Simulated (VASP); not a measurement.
Input of a VASP 6.6.1 run:

INCAR

```
ALGO = Normal ; EDIFF = 1E-6
EDIFFG = -0.01 ; ENCUT = 600
GGA = PE ; IBRION = 2
ISIF = 3 ; ISMEAR = 0
LASPH = T ; LCHARG = F
LREAL = F ; LWAVE = F
NELM = 100 ; NSW = 100
PREC = Accurate ; SIGMA = 0.1
```

KPOINTS

```
k-points
0
Gamma
  12 12 4
```

POSCAR

```
BP
1.0
    5.0586373320      0.0000000000      0.0000000000
   -2.5293186660      4.3809084380      0.0000000000
    0.0000000000      0.0000000000      9.7437035841
B P
6 6
Direct
    0.8445215052      0.4222607526      0.0833333333
    0.5777392474      0.4222607526      0.4166666667
    0.4222607526      0.8445215052      0.2500000000
    0.5777392474      0.1554784948      0.7500000000
    0.1554784948      0.5777392474      0.5833333333
    0.4222607526      0.5777392474      0.9166666667
    0.6314709373      0.2629418745      0.2500000000
    0.2629418745      0.6314709373      0.0833333333
    0.3685290627      0.6314709373      0.4166666667
    0.7370581255      0.3685290627      0.5833333333
    0.6314709373      0.3685290627      0.9166666667
    0.3685290627      0.7370581255      0.7500000000
```

Potentials or basis: VASP PAW PBE potentials, release 64 (B, P).

The run is started by

```console
$ cat potpaw_PBE.64/B/POTCAR potpaw_PBE.64/P/POTCAR > POTCAR
$ mpirun -np 1 vasp_std > vasp.out
```

Question: Predict the space group after relaxing (to 0.05 Å).

Answer: P6_122 (No. 178).

Question: What does it give for the relaxed volume?

Answer: 17.97 Å³/atom.

Question: Estimate the relaxed cell.

Answer: a = 5.057 Å, b = 5.057 Å, c = 9.736 Å, α = 90.00°, β = 90.00°, γ = 120.00°.

Forces in eV/Å, atoms in the order of the input:
```
B    0.000  0.000  0.000
B    0.000  0.000  0.000
B    0.000  0.000  0.000
B    0.000  0.000  0.000
B    0.000  0.000  0.000
B    0.000  0.000  0.000
P    0.000 -0.002  0.000
P   -0.002 -0.001  0.000
P    0.002 -0.001  0.000
P    0.002  0.001  0.000
P   -0.002  0.001  0.000
P    0.000  0.002  0.000
```
